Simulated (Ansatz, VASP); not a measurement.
Ca2TeSe: VASP beside Ansatz

```xyz
4
Lattice="4.4663 0.0000 0.0000 0.0000 4.4663 0.0000 0.0000 0.0000 6.3159" Properties=species:S:1:pos:R:3 pbc="T T T"
Se    0.0000    0.0000    0.0000
Ca    0.0000    0.0000    3.1579
Ca    2.2332    2.2332    0.0000
Te    2.2332    2.2332    3.1579
```

Alike in both runs: task single point; functional PBE; k mesh 6 × 6 × 4; no spin polarisation.

|  | VASP | Ansatz |
| --- | --- | --- |
| version | VASP 6.6.1 | Ansatz 0.2.0 |
| potentials or method | VASP PAW PBE potentials, release 64 (Se, Ca_sv, Te) | plane waves, PAW |
| plane-wave cutoff (eV) | 520 | 420 |
| occupations | gaussian, width 0.01 eV | fixed |
| valence electrons in the cell | 32 | 52 |

|  | VASP | Ansatz | Ansatz less VASP |
| --- | --- | --- | --- |
| gap on the k mesh at the Fermi level (eV) | 1.87 | 1.88 | +0.010 |
| pressure (GPa) | -2.1 | -2.2 | -0.10 |

VASP's potentials hold 32 valence electrons a cell and Ansatz's 52, so a difference there can come from the potentials and not from the codes.

Neither program's run includes spin-orbit coupling.
